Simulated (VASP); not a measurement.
# CaSe in VASP: notebook, part 2 of 2

VASP 6.6.1. The steps go on from the part before.

## Step 3: Single point, PBE (epitaxial 111 strain -1.3%)

Contents of INCAR:

```
SYSTEM = CaSe
ALGO = Normal
EDIFF = 1E-7
ENCUT = 520
GGA = PE
ISIF = 2
ISMEAR = -1
LASPH = .True.
LCHARG = .False.
LREAL = .False.
LWAVE = .False.
NBANDS = 15
NELM = 80
PREC = Accurate
SIGMA = 0.02
```

Contents of KPOINTS:

```
k-points
0
Gamma
  8 8 8
  0 0 0
```

Contents of POSCAR:

```
CaSe
1.0
    3.6461027249      0.0596604557      0.0596604557
    0.0596604557      3.6461027249      0.0596604557
    0.0596604557      0.0596604557      3.6461027249
Ca Se
1 1
Direct
    0.0000000000      0.0000000000      0.0000000000
    0.5000000000      0.5000000000      0.5000000000
```

Potentials or basis: VASP PAW PBE potentials, release 64 (Ca_sv, Se).

Started as:

```sh
$ cat potpaw_PBE.64/Ca_sv/POTCAR potpaw_PBE.64/Se/POTCAR > POTCAR
$ mpirun -np 1 vasp_std > vasp.out
```

OUTCAR:

```text
SYSTEM = CaSe
   EDIFF = 1E-7
   ENCUT = 520
   GGA = PE
   ISIF = 2
   ISMEAR = -1
   LASPH = .True.
   LREAL = .False.
   NELM = 80
   PREC = Accurate

 ion  position               nearest neighbor table
   1  0.000  0.000  0.000-
   2  0.500  0.500  0.500-

  LATTYP: Found a trigonal (rhomboedric) cell.
 ALAT       =     3.6470788065
 COS(alpha) =     0.0329756867

  Lattice vectors:

 A1 = (   3.6461027249,   0.0596604557,   0.0596604557)
 A2 = (   0.0596604557,   3.6461027249,   0.0596604557)
 A3 = (   0.0596604557,   0.0596604557,   3.6461027249)
[... 606 lines left out ...]
     10       7.7190      0.00000
     11       7.7953      0.00000
     12       8.7203      0.00000
     13       9.4065      0.00000
     14       9.9468      0.00000
     15      11.9273      0.00000

 [... further k-points ...]
[... 5 lines left out ...]
  --------------------------------------------------------------------------------------
  -------------------------------------------------------------------------------------
  Total        0.1391554      0.1391554      0.1391554      0.0470740      0.0470740      0.0470740
  in kB        4.6032976      4.6032976      4.6032976      1.5572204      1.5572204      1.5572204
  external PRESSURE =       4.6032976 kB  Pullay stress =       0.0000000 kB

 VOLUME and BASIS-vectors are now :
 -----------------------------------------------------------------------------
  energy-cutoff  :      520.00
  volume of cell :       48.43
      direct lattice vectors                 reciprocal lattice vectors
     3.646102725  0.059660456  0.059660456     0.274410025 -0.004417829 -0.004417829
     0.059660456  3.646102725  0.059660456    -0.004417829  0.274410025 -0.004417829
     0.059660456  0.059660456  3.646102725    -0.004417829 -0.004417829  0.274410025

 POSITION                                       TOTAL-FORCE (eV/Angst)
 -----------------------------------------------------------------------------------
      0.00000      0.00000      0.00000         0.000000      0.000000      0.000000
      1.88271      1.88271      1.88271        -0.000000     -0.000000      0.000000
 -----------------------------------------------------------------------------------
    total drift:                                0.000000      0.000000      0.000000

  FREE ENERGIE OF THE ION-ELECTRON SYSTEM (eV)
  ---------------------------------------------------
  free  energy   TOTEN  =        -8.8043573941 eV

  energy  without entropy=       -8.8043573941  energy(sigma->0) =       -8.80435739
```

OSZICAR:

```text
N       E                     dE             d eps       ncg     rms          rms(c)
DAV:   1     0.109765253144E+03    0.10977E+03   -0.74945E+03  1950   0.993E+02
DAV:   2    -0.460443925400E+01   -0.11437E+03   -0.10836E+03  2461   0.248E+02
DAV:   3    -0.879222809702E+01   -0.41878E+01   -0.41462E+01  2579   0.456E+01
DAV:   4    -0.896427874989E+01   -0.17205E+00   -0.17195E+00  2732   0.788E+00
DAV:   5    -0.896526392098E+01   -0.98517E-03   -0.98503E-03  2585   0.660E-01    0.447E+00
DAV:   6    -0.881537059416E+01    0.14989E+00   -0.15709E-01  2309   0.244E+00    0.259E+00
DAV:   7    -0.880243021543E+01    0.12940E-01   -0.81443E-02  2549   0.194E+00    0.846E-01
DAV:   8    -0.880437537424E+01   -0.19452E-02   -0.16609E-02  2079   0.908E-01    0.130E-01
DAV:   9    -0.880425367969E+01    0.12169E-03   -0.98833E-04  2577   0.301E-01    0.607E-02
DAV:  10    -0.880433757634E+01   -0.83897E-04   -0.25150E-04  2083   0.111E-01    0.148E-02
DAV:  11    -0.880435950215E+01   -0.21926E-04   -0.39346E-05  2427   0.488E-02    0.157E-02
DAV:  12    -0.880435815151E+01    0.13506E-05   -0.15600E-06  2358   0.680E-03    0.779E-03
DAV:  13    -0.880435748252E+01    0.66899E-06   -0.14721E-06  2462   0.755E-03    0.490E-04
DAV:  14    -0.880435739411E+01    0.88413E-07   -0.66865E-08  1418   0.206E-03
   1 F= -.88043574E+01 E0= -.88043574E+01  d E =-.223339E-10
```

stdout:

```text
POSCAR found type information on POSCAR CaSe
 POSCAR found :  2 types and       2 ions
 scaLAPACK will be used
 LDA part: xc-table for (Slater+PW92), standard interpolation
 POSCAR, INCAR and KPOINTS ok, starting setup
 FFT: planning ... GRIDC
 FFT: planning ... GRID_SOFT
 FFT: planning ... GRID
 WAVECAR not read
 entering main loop
```

Wall time 44 s (1 thread of Intel Xeon Platinum 8259CL at 2.50GHz (Skylake/Cascade Lake), shared host); peak memory 0.19 GiB.

Results:

- Free energy: -8.8044 eV
- Pressure: 0.5 GPa
- Band gap on the k mesh: 0.80 eV, direct

Caveat: the cell differs from its parent crystal (epitaxial 111 strain -1.3%).

## Step 4: Single point, PBE (epitaxial xy strain +0.3%)

Contents of INCAR:

```
PREC = Accurate
ENCUT = 520
EDIFF = 1E-7
ISMEAR = -1
SIGMA = 0.02
LREAL = False
LASPH = True
NELM = 80
ALGO = Normal
ISIF = 2
LWAVE = False
LCHARG = False
GGA = PE
NBANDS = 15
```

Contents of KPOINTS:

```
Automatic mesh
0
Gamma
  8 8 8
```

Contents of POSCAR:

```
CaSe
1.0
    3.6464162201      0.0000000000      0.0000000000
    0.0000000000      3.6464162201      0.0000000000
    0.0000000000      0.0000000000      3.6339594132
Ca Se
1 1
Direct
    0.0000000000      0.0000000000      0.0000000000
    0.5000000000      0.5000000000      0.5000000000
```

Started as:

```sh
$ cat potpaw_PBE.64/Ca_sv/POTCAR potpaw_PBE.64/Se/POTCAR > POTCAR
$ mpirun -np 1 vasp_std > vasp.out
```

Run time: 55 s. Hardware: 1 thread of Intel Xeon Platinum 8259CL at 2.50GHz (Skylake/Cascade Lake), shared host; peak memory 0.19 GiB.

The run converged. Its results:

| Property | Result |
| --- | --- |
| Free energy | -8.8020 eV |
| Pressure | 0.5 GPa |
| Band gap on the k mesh | 0.74 eV, direct |

Stress tensor (GPa, compression positive):
```
0.31 0.00 0.00
0.00 0.31 0.00
0.00 0.00 0.84
```

Levels at points of the mesh, in eV from the valence-band top:
| k point | band 5 | band 6 | band 7 | band 8 | band 9 | band 10 | band 11 | band 12 |
| --- | --- | --- | --- | --- | --- | --- | --- | --- |
| (0.00, 0.00, 0.00) | -13.03 | -0.90 | -0.90 | -0.85 | 1.08 | 1.08 | 2.03 | 4.34 |
| (0.50, 0.00, 0.00) | -12.30 | -4.90 | -1.08 | -1.03 | 2.00 | 4.59 | 4.60 | 4.75 |
| (0.50, 0.50, 0.00) | -12.00 | -3.56 | -3.56 | 0.00 | 0.74 | 2.93 | 3.17 | 3.17 |
| (0.00, 0.00, 0.50) | -12.29 | -4.90 | -1.07 | -1.07 | 2.01 | 4.57 | 4.59 | 4.78 |
| (0.50, 0.00, 0.50) | -11.99 | -3.56 | -3.55 | -0.03 | 0.76 | 2.90 | 3.14 | 3.15 |
| (0.50, 0.50, 0.50) | -11.44 | -3.69 | -3.69 | -3.69 | 3.82 | 3.82 | 3.83 | 5.38 |

Caveat: the cell differs from its parent crystal (epitaxial xy strain +0.3%). A k mesh can miss the band edges.

## Step 5: The runs side by side

| cell | gap on the mesh (eV) | pressure (GPa) |
| --- | --- | --- |
| a = 3.605 Å, angles 90.9°, 2 atoms | 0.73 | 2.3 |
| a = 3.647 Å, angles 88.1°, 2 atoms | 0.80 | 0.5 |
| a = 3.646, b = 3.646, c = 3.634 Å, 2 atoms | 0.74 | 0.5 |

Alike in all rows: task single point; level PBE; potentials or basis VASP PAW PBE potentials, release 64 (Ca_sv, Se); no spin polarisation; k mesh 8 × 8 × 8; cutoff (eV) 520; smearing fermi-dirac 0.02 eV.

Absolute energies hang on the potentials; compare differences alone.
